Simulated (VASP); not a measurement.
# Ga (C2/c) in VASP: notebook

The runs below take Ga through electric field gradients, with LDA.

All numbers are computed with VASP 6.6.1; they aren't measurements. Logs are shortened: lines on timing, memory, paths and dates and some standing lists are left out, and cuts for length are marked.

### Step 1. The cell of the first run

Symmetry: C2/c, No. 15, monoclinic system. Conventional cell: a = 2.766 Å, b = 8.053 Å, c = 3.332 Å, α = 90.00°, β = 92.02°, γ = 90.00°. Within 3.5 Å of Ga (site symmetry 2) lie 10 Ga at 2.69 to 3.33 Å.

### Step 2. Electric field gradients, LDA

Input file INCAR:

```
SYSTEM = Ga
PREC = Accurate ; ENCUT = 400
EDIFF = 1E-8 ; ISMEAR = -1
SIGMA = 0.05 ; LREAL = .FALSE.
LASPH = .TRUE. ; NELM = 120
ALGO = Normal ; ISIF = 2
LWAVE = .FALSE. ; LCHARG = .FALSE.
GGA = CA ; LEFG = .TRUE.
NBANDS = 20 ; GGA_COMPAT = .FALSE.
```

Input file KPOINTS:

```
regular mesh
0
G
  11 11 9
  0 0 0
```

Input file POSCAR:

```
Ga
1.0
    1.3830000000     -4.0265000000      0.0000000000
    1.3830000000      4.0265000000      0.0000000000
   -0.1174474948      0.0000000000      3.3299294416
Ga
2
Direct
    0.8690000000      0.1310000000      0.2500000000
    0.1310000000      0.8690000000      0.7500000000
```

Potentials or basis: VASP PAW LDA potentials, release 64 (Ga_d).

Launch:

```
> cat potpaw_LDA.64/Ga_d/POTCAR > POTCAR
> mpirun -np 1 vasp_std > vasp.out
```

OUTCAR:

```text
SYSTEM = Ga
   PREC = Accurate
   ENCUT = 400
   EDIFF = 1E-8
   ISMEAR = -1
   LREAL = .FALSE.
   LASPH = .TRUE.
   NELM = 120
   ISIF = 2
   GGA = CA

 ion  position               nearest neighbor table
   1  0.869  0.131  0.250-   2 2.69   2 2.69   2 2.86   2 2.86   2 2.92   2 2.92
   2  0.131  0.869  0.750-   1 2.69   1 2.69   1 2.86   1 2.86   1 2.92   1 2.92

  LATTYP: Found a base centered monoclinic cell.
 ALAT       =     2.7660000000
 B/A-ratio  =     2.9114244396
 C/A-ratio  =     1.2046276211
 COS(beta)  =    -0.0352483478

  Lattice vectors:

 A1 = (   1.3830000000,  -4.0265000000,   0.0000000000)
 A2 = (   1.3830000000,   4.0265000000,   0.0000000000)
 A3 = (  -0.1174474948,   0.0000000000,   3.3299294416)

Analysis of symmetry for initial positions (statically):
=====================================================================
 Subroutine PRICEL returns:
 Original cell was already a primitive cell.

 Routine SETGRP: Setting up the symmetry group for a
 base centered monoclinic supercell.

 Subroutine GETGRP returns: Found  4 space group operations
 (whereof  2 operations were pure point group operations)
 out of a pool of  4 trial point group operations.

The static configuration has the point symmetry S_2 .
 The point group associated with its full space group is C_2h.

Analysis of symmetry for dynamics (positions and initial velocities):
=====================================================================
 Subroutine PRICEL returns:
 Original cell was already a primitive cell.

 Routine SETGRP: Setting up the symmetry group for a
 base centered monoclinic supercell.

 Subroutine GETGRP returns: Found  4 space group operations
 (whereof  2 operations were pure point group operations)
 out of a pool of  4 trial point group operations.

The dynamic configuration has the point symmetry S_2 .
 The point group associated with its full space group is C_2h.

 Subroutine INISYM returns: Found  4 space group operations
 (whereof  2 operations are pure point group operations),
 and found     1 'primitive' translations

----------------------------------------------------------------------------------------

                                     Primitive cell

  volume of cell :      37.0864

  direct lattice vectors                    reciprocal lattice vectors
     1.383000000 -4.026500000  0.000000000     0.361532899 -0.124177325  0.012751361
     1.383000000  4.026500000  0.000000000     0.361532899  0.124177325  0.012751361
    -0.117447495  0.000000000  3.329929442     0.000000000  0.000000000  0.300306663

  length of vectors
     4.257392541  4.257392541  3.332000000     0.382476983  0.382476983  0.300306663

  position of ions in fractional coordinates (direct lattice)
     0.869000000  0.131000000  0.250000000
     0.131000000  0.869000000  0.750000000

  ion indices of the primitive-cell ions
   primitive index   ion index
                 1           1
                 2           2

----------------------------------------------------------------------------------------

 KPOINTS: regular mesh

Automatic generation of k-mesh.
 Grid dimensions read from file:
 generate k-points for:   11   11    9

 Generating k-lattice:

  Cartesian coordinates                     Fractional coordinates (reciprocal lattice)
     0.032866627 -0.011288848  0.001159215     0.090909091  0.000000000 -0.000000000
     0.032866627  0.011288848  0.001159215     0.000000000  0.090909091 -0.000000000
     0.000000000  0.000000000  0.033367407     0.000000000  0.000000000  0.111111111

  Length of vectors
     0.034770635  0.034770635  0.033367407

  Shift w.r.t. Gamma in fractional coordinates (k-lattice)
     0.000000000  0.000000000  0.000000000

 Subroutine IBZKPT returns following result:
 ===========================================

 Found    300 irreducible k-points:

 Following reciprocal coordinates:
            Coordinates               Weight
  0.000000  0.000000  0.000000      1.000000
  0.090909 -0.000000  0.000000      4.000000
  0.181818  0.000000 -0.000000      4.000000
  0.272727 -0.000000  0.000000      4.000000
  0.363636 -0.000000 -0.000000      4.000000
  0.454545 -0.000000  0.000000      4.000000
[... 16 lines left out ...]
 -0.272727  0.181818 -0.000000      4.000000
 -0.181818  0.181818  0.000000      2.000000
 [... further k-points ...]
   k-points           NKPTS =    300   k-points in BZ     NKDIM =    300   number of bands    NBANDS=     20
   number of dos      NEDOS =    301   number of ions     NIONS =      2
   total plane-waves  NPLWV =  18816
   dimension x,y,z NGX =    28 NGY =   28 NGZ =   24
   dimension x,y,z NGXF=    56 NGYF=   56 NGZF=   48
   ions per type =               2
   NGX,Y,Z   is equivalent  to a cutoff of  10.93, 10.93, 11.97 a.u.
   NGXF,Y,Z  is equivalent  to a cutoff of  21.87, 21.87, 23.95 a.u.
 SYSTEM =  Ga
   PREC   = accura    normal or accurate (medium, high low for compatibility)
   ISTART =      0    job   : 0-new  1-cont  2-samecut
   ICHARG =      2    charge: 1-file 2-atom 10-const
   ISPIN  =      1    spin polarized calculation?
   LNONCOLLINEAR =      F non collinear calculations
   LSORBIT =      F    spin-orbit coupling
   LASPH  =      T    aspherical Exc in radial PAW
   ENCUT  =  400.0 eV  29.40 Ry    5.42 a.u.   6.94  6.94  5.43*2*pi/ulx,y,z
   NELM   =    120;   NELMIN=  2; NELMDL= -5     # of ELM steps
   EDIFF  = 0.1E-07   stopping-criterion for ELM
   LREAL  =      F    real-space projection
   EDIFFG = 0.1E-06   stopping-criterion for IOM
   NSW    =      0    number of steps for IOM
   IBRION =     -1    ionic relax: 0-MD 1-quasi-New 2-CG
   NFREE  =      0    steps in history (QN), initial steepest desc. (CG)
   ISIF   =      2    stress and relaxation
   ISYM   =      2    0-nonsym 1-usesym 2-fastsym
   POTIM  = 0.5000    time-step for ionic-motion
   TEBEG  =    0.0;   TEEND  =   0.0 temperature during run
   PSTRESS=    0.0 pullay stress
   NELECT =      26.0000    total number of electrons
   NUPDOWN=      -1.0000    fix difference up-down
   EMIN   =  10.00;   EMAX   =-10.00  energy-range for DOS
   EFERMI =   0.00;   METHOD = LEGACY
   ISMEAR =    -1;   SIGMA  =   0.05  broadening in eV -4-tet -1-fermi 0-gaus
   EFERMI_NEDOS =   21; number of points for ismear=-14 and -15
   IALGO  =     38    algorithm
   IMIX   =      4    mixing-type and parameters
     AMIX     =   0.40;   BMIX     =  1.00
     AMIX_MAG =   1.60;   BMIX_MAG =  1.00
  volume/ion in A,a.u.               =      18.54       125.14
  Fermi-wavevector in a.u.,A,eV,Ry     =   1.454323  2.748273 28.777089  2.115056
  Thomas-Fermi vector in A             =   2.571487
   LORBIT       =      0    0 simple, 1 ext, 2 COOP (PROOUT), +10 PAW based schemes
   GGA     = CA    functional components
   LHFCALC =     F    Hartree Fock is set to
   AEXX    =    0.0000 exact exchange contribution
   IVDW    =     0    specifies the selected vdW correction
   LEPSILON=     F    determine dielectric tensor
   LRPA    =     F    only Hartree local field effects (RPA)
 non-spin polarized calculation
  energy-cutoff  :      400.00
  volume of cell :       37.09
 maximum number of plane-waves:       687
   NGX = 13   NGY = 13   NGZ = 11

 number of electron      25.9999977 magnetization

 Free energy of the ion-electron system (eV)
  ---------------------------------------------------
  ext. energy  EPLUGINS =         0.00000000
  ---------------------------------------------------
  free energy    TOTEN  =        -7.12988257 eV

  energy without entropy =       -7.12398624  energy(sigma->0) =       -7.12693441

 E-fermi :   5.4532     XC(G=0): -11.3703

 val. band max:        5.4512234191   @ k =  -0.2727  -0.3636   0.4444
 cond. band min:       5.4541889825   @ k =   0.3636   0.3636   0.1111
 fundamental gap:      0.0029655634
 Fermi energy:         5.4532001115

 k-point     1 :       0.0000    0.0000    0.0000
  band No.  band energies     occupation
      1      -9.8381      2.00000
      2      -9.8264      2.00000
      3      -9.7915      2.00000
      4      -9.7666      2.00000
      5      -9.4923      2.00000
      6      -9.4922      2.00000
[... 12 lines left out ...]
     19      16.0342      0.00000
     20      18.5707      0.00000
[... 507 lines left out ...]
 k-point    24 :      -0.1818    0.1818    0.0000
  band No.  band energies     occupation
      1      -9.8510      2.00000
      2      -9.8024      2.00000
      3      -9.7822      2.00000
      4      -9.7191      2.00000
      5      -9.5326      2.00000
      6      -9.5131      2.00000
[... 12 lines left out ...]
     19      17.3634      0.00000
     20      17.3655      0.00000

 [... further k-points ...]

------------------------ aborting loop because EDIFF is reached ----------------------------------------

  FORCE on cell =-STRESS in cart. coord.  units (eV):
  Direction    XX          YY          ZZ          XY          YZ          ZX
  --------------------------------------------------------------------------------------
  -------------------------------------------------------------------------------------
  Total       -1.0996616     -1.0030436     -0.7381535      0.0000000      0.0000000      0.0686383
  in kB      -47.5066867    -43.3326713    -31.8891062      0.0000000      0.0000000      2.9652569
  external PRESSURE =     -40.9094881 kB  Pullay stress =       0.0000000 kB

 VOLUME and BASIS-vectors are now :
 -----------------------------------------------------------------------------
  energy-cutoff  :      400.00
  volume of cell :       37.09
      direct lattice vectors                 reciprocal lattice vectors
     1.383000000 -4.026500000  0.000000000     0.361532899 -0.124177325  0.012751361
     1.383000000  4.026500000  0.000000000     0.361532899  0.124177325  0.012751361
    -0.117447495  0.000000000  3.329929442     0.000000000  0.000000000  0.300306663

 POSITION                                       TOTAL-FORCE (eV/Angst)
 -----------------------------------------------------------------------------------
      1.35364     -2.97156      0.83248        -0.000000      0.207773      0.000000
      1.29491      2.97156      2.49745         0.000000     -0.207773     -0.000000
 -----------------------------------------------------------------------------------
    total drift:                                0.000000     -0.000000     -0.000000

  FREE ENERGIE OF THE ION-ELECTRON SYSTEM (eV)
  ---------------------------------------------------
  free  energy   TOTEN  =        -7.1298825730 eV

  energy  without entropy=       -7.1239862403  energy(sigma->0) =       -7.12693441

 Electric field gradients (V/A^2)
---------------------------------------------------------------------
 ion       V_xx      V_yy      V_zz      V_xy      V_xz      V_yz
---------------------------------------------------------------------
   1      -7.794   -17.817    25.611     0.000    -2.824     0.000
   2      -7.794   -17.817    25.611    -0.000    -2.824    -0.000
---------------------------------------------------------------------

 Electric field gradients after diagonalization (V/A^2)
 (convention: |V_zz| > |V_xx| > |V_yy|)
----------------------------------------------------------------------
 ion       V_xx      V_yy      V_zz     asymmetry (V_yy - V_xx)/ V_zz
----------------------------------------------------------------------
   1     -17.817    -8.031    25.849       0.379
   2     -17.817    -8.031    25.849       0.379
----------------------------------------------------------------------

           NMR quadrupolar parameters

 Cq : quadrupolar parameter    Cq=e*Q*V_zz/h
 eta: asymmetry parameters     (V_yy - V_xx)/ V_zz
 Q  : nuclear electric quadrupole moment in mb (millibarn)
----------------------------------------------------------------------
 ion       Cq(MHz)       eta       Q (mb)
----------------------------------------------------------------------
   1       0.063       0.379       1.000
   2       0.063       0.379       1.000
----------------------------------------------------------------------
```

It took 3.3 min on 1 thread of Intel Xeon 8259CL, shared host; peak memory 0.22 GiB.

Results:

| Property | Result |
| --- | --- |
| Free energy | -7.1299 eV |
| Pressure | -4.1 GPa |
| Largest force | 0.208 eV/Å |
| Band gap on the k mesh | zero (bands 13 and 14 overlap by 7.85 eV) |
| Largest electric field gradient by atom | Ga +25.8 V/Å² |

Forces on the atoms (eV/Å):
```
Ga   0.000  0.208  0.000
Ga   0.000 -0.208  0.000
```

Stress tensor (GPa, compression positive):
```
-4.75  0.00  0.30
 0.00 -4.33  0.00
 0.30  0.00 -3.19
```

Levels at points of the mesh, in eV from the Fermi level:
```
           k point  band 9  band 10  band 11  band 12  band 13  band 14  band 15  band 16  band 17  band 18
(0.00, 0.00, 0.00)  -14.90   -14.76   -11.29    -2.13    -1.76     1.55     5.48     9.56    10.02    10.28
```

Electric field gradients, principal values (V/Å²):
| atom | least | middle | greatest (by size) |
| --- | --- | --- | --- |
| 1 Ga | -8.031 | -17.817 | 25.849 |
| 2 Ga | -8.031 | -17.817 | 25.849 |

Caveat: the cell stands under tension; without QUAD_EFG the Cq values of the log hold for a quadrupole moment of 1 mb, not for the nuclei.

(Continued in part 2 of 2.)
